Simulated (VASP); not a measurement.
Write the native input for VASP 6.6.1 that does the following.

* Task: single point
* Functional: PBEsol
* Potentials or basis: VASP PAW PBE potentials, release 64 (Al, Cu)
* Cutoff: 520 eV
* k mesh: 12 × 12 × 10
* Occupations: gaussian, width 0.15 eV
* Spin: no spin polarisation
* Dipole correction: no
* Further INCAR settings: ALGO = Fast; EDIFF = 1e-06; NBANDS = 24

The structure of Al3Cu2 lies in POSCAR:

```
Al3Cu2
1.0
    4.4264724427      0.0000000000      0.0000000000
   -2.2132362213      3.8334375845      0.0000000000
    0.0000000000      0.0000000000      4.5835327975
Al Cu
3 2
Direct
    0.0000000000      0.0000000000      0.0000000000
    0.3333333333      0.6666666667      0.3515059889
    0.6666666667      0.3333333333      0.6484940111
    0.3333333333      0.6666666667      0.8422899951
    0.6666666667      0.3333333333      0.1577100049
```

This cell differs from its parent crystal: strain +0.080 along x and y, -0.080 along z.

These files were run (other wordings do the same):

INCAR

```
SYSTEM = Al3Cu2
ALGO = Fast
EDIFF = 1E-6
ENCUT = 520
GGA = PS
ISIF = 2
ISMEAR = 0
LASPH = .TRUE.
LCHARG = .TRUE.
LELF = .TRUE.
LREAL = .FALSE.
LVHAR = .TRUE.
LWAVE = .FALSE.
NBANDS = 24
NELM = 60
PREC = Accurate
SIGMA = 0.15
```

KPOINTS

```
k-points
0
G
  12 12 10
  0 0 0
```

Potentials or basis: VASP PAW PBE potentials, release 64 (Al, Cu).

Launch:

```console
$ cat potpaw_PBE.64/Al/POTCAR potpaw_PBE.64/Cu/POTCAR > POTCAR
$ mpirun -np 1 vasp_std > vasp.out
```

It gave:

```
Pressure               : -1.7 GPa
Largest force          : 0.711 eV/Å
Band gap on the k mesh : zero (an odd number of electrons rules out a gap without spin polarisation)
```

Caveat: the cell differs from its parent crystal (strain +0.080 along x and y, -0.080 along z); the PAW data sets were made with another functional, which shifts forces and pressure a little.

Run time: 6.9 min on 1 thread of Intel(R) Xeon(R) Platinum 8259CL CPU @ 2.50GHz (Skylake/Cascade Lake), with other jobs on the host, peak memory 0.39 GiB.
